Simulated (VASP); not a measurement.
Set up this calculation in VASP 6.6.1, as the native input.

```
Task                   : single point
Functional             : PBE
Dispersion             : D3(BJ)
Potentials or basis    : VASP PAW PBE potentials, release 64 (S, W_sv)
Cutoff                 : 520 eV
k mesh                 : 9 × 9 × 1
Occupations            : gaussian, width 0.05 eV
Spin                   : no spin polarisation
Dipole correction      : yes
Further INCAR settings : ALGO = Normal; EDIFF = 1e-06; NBANDS = 35
```

The structure of WS2 lies in POSCAR:

```
WS2
1.0
    3.1595457497      0.0000000000      0.0000000000
   -1.5797728749      2.7362468836      0.0000000000
    0.0000000000      0.0000000000     23.8042575719
S W
4 2
Direct
    0.3333333333      0.6666666667      0.1890418126
    0.3333333333      0.6666666667      0.3214605103
    0.6666666667      0.8333333333      0.4827761904
    0.6666666667      0.8333333333      0.6151948880
    0.6666666667      0.3333333333      0.2552511581
    0.3333333333      1.1666666667      0.5489855359
```

This cell differs from its parent crystal: layers slid over each other.

The input as run:

INCAR

```
SYSTEM = WS2
  PREC = Accurate
  ENCUT = 520
  EDIFF = 1E-6
  ISMEAR = 0
  SIGMA = 0.05
  LREAL = .FALSE.
  LASPH = .TRUE.
  NELM = 80
  ALGO = Normal
  ISIF = 2
  LWAVE = .FALSE.
  LCHARG = .FALSE.
  LDIPOL = .TRUE.
  IDIPOL = 3
  DIPOL = 0.5 0.5 0.402
  GGA = PE
  IVDW = 12
  NBANDS = 35
```

KPOINTS

```
regular mesh
0
G
  9 9 1
  0 0 0
```

Potentials or basis: VASP PAW PBE potentials, release 64 (S, W_sv).

Run with:

```bash
$ cat potpaw_PBE.64/S/POTCAR potpaw_PBE.64/W_sv/POTCAR > POTCAR
$ mpirun -np 1 vasp_std > vasp.out
```

It gave:

| Item | Value |
| --- | --- |
| Largest force | 0.060 eV/Å |
| Band gap on the k mesh | 1.86 eV (least direct gap 1.92 eV) |
| Dispersion energy per atom | -0.342 eV |

Caveat: the cell differs from its parent crystal (layers slid over each other); spin-orbit coupling is left out, which moves the levels of the heavy elements.

Run time: 6.1 min on 1 thread of Intel Xeon 8259CL, on a shared host, peak memory 0.4 GiB.
